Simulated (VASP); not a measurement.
Crystal: PrPb5.

```
Pr Pb
1.0
     0.00000    4.44487    4.44487
     4.44487    0.00000    4.44487
     4.44487    4.44487    0.00000
Pr Pb
1 5
Direct
  0.00000 0.00000 0.00000
  0.37522 0.87435 0.37522
  0.37522 0.37522 0.37522
  0.75000 0.75000 0.75000
  0.87435 0.37522 0.37522
  0.37522 0.37522 0.87435
```

The cell was built from a structure type or drawn by symmetry, and may not be a known phase.

```yaml
Program: VASP 6.6.1
Task: relaxation of cell and atoms
Functional: PBE
Potentials_or_basis: VASP PAW PBE potentials, release 64 (Pr_3, Pb_d), 4f in core
Cutoff: 500 eV
k_mesh: 3 × 3 × 3
Occupations: gaussian, width 0.2 eV
Spin: no spin polarisation
```

At the start: pressure 5.5 GPa; volume 29.27 Å³/atom.

Question: How do energy, volume and symmetry change on relaxing?

Answer: Over 3 steps the energy falls by 49.2 meV/atom and the volume is 32.41 Å³/atom (+10.7 %); space group F-43m (No. 216, to 0.1 Å) before and after.

Step by step:
| step | energy change (eV) | largest force (eV/Å) | pressure (GPa) | volume (Å³) |
| --- | --- | --- | --- | --- |
| 1 | 0.0000 | 0.1229 | 5.48 | 175.63 |
| 2 | -0.2560 | 0.0375 | -1.54 | 202.34 |
| 3 | -0.2949 | 0.0494 | 0.02 | 194.44 |

Final structure:
```cif
data_structure
_symmetry_space_group_name_H-M 'P 1'
_symmetry_Int_Tables_number 1
_cell_length_a 6.5028
_cell_length_b 6.5028
_cell_length_c 6.5028
_cell_angle_alpha 60.000
_cell_angle_beta 60.000
_cell_angle_gamma 60.000
_cell_volume 194.44
loop_
_atom_site_label
_atom_site_type_symbol
_atom_site_fract_x
_atom_site_fract_y
_atom_site_fract_z
_atom_site_occupancy
Pr1 Pr 0.00000 0.00000 0.00000 1
Pb1 Pb 0.37494 0.87518 0.37494 1
Pb2 Pb 0.37494 0.37494 0.37494 1
Pb3 Pb 0.75000 0.75000 0.75000 1
Pb4 Pb 0.87518 0.37494 0.37494 1
Pb5 Pb 0.37494 0.37494 0.87518 1
```

Caveat: the k points lie up to 0.39 Å⁻¹ apart in the final cell, too coarse for converged energies and pressures of a metal; the relaxation stopped at a loose force limit of 0.08 eV/Å, so its end isn't a converged minimum.
